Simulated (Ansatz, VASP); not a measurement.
## Two plane-wave programs on AlNi

```
Al Ni
1.0
     1.96172   -1.96150    0.00000
     1.96172    1.96150    0.00000
     0.00000    0.00000    2.82697
Al Ni
1 1
Cartesian
  0.0000 0.0000 0.0000
  1.9617 0.0000 1.4135
```

Change from the starting cell: strain -0.030 along x and y, -0.015 along z, atoms carried along.

Alike in both runs: task single point; functional r2SCAN; k mesh 20 × 20 × 20; occupations gaussian, width 0.15 eV; no spin polarisation.

```csv
,VASP,Ansatz
version,VASP 6.6.1,Ansatz 0.2.0
potentials or method,"VASP PAW PBE potentials, release 64 (Al, Ni), cutoff 520 eV","scalar-relativistic, plane waves, PAW"
valence electrons in the cell,13,21
```

```tsv
	VASP	Ansatz	Ansatz less VASP
gap on the k mesh at the Fermi level (eV)	none	none	-
pressure (GPa)	15.5	15.8	+0.29
traceless stress, the component that is largest in VASP (GPa)	-1.23	-1.19	+0.032
```

VASP's potentials were made for PBE, not for r2SCAN. A gap of «none» marks a metal or a gap that the smearing closes. VASP's potentials hold 13 valence electrons a cell and Ansatz's 21, so a difference there can come from the potentials and not from the codes.
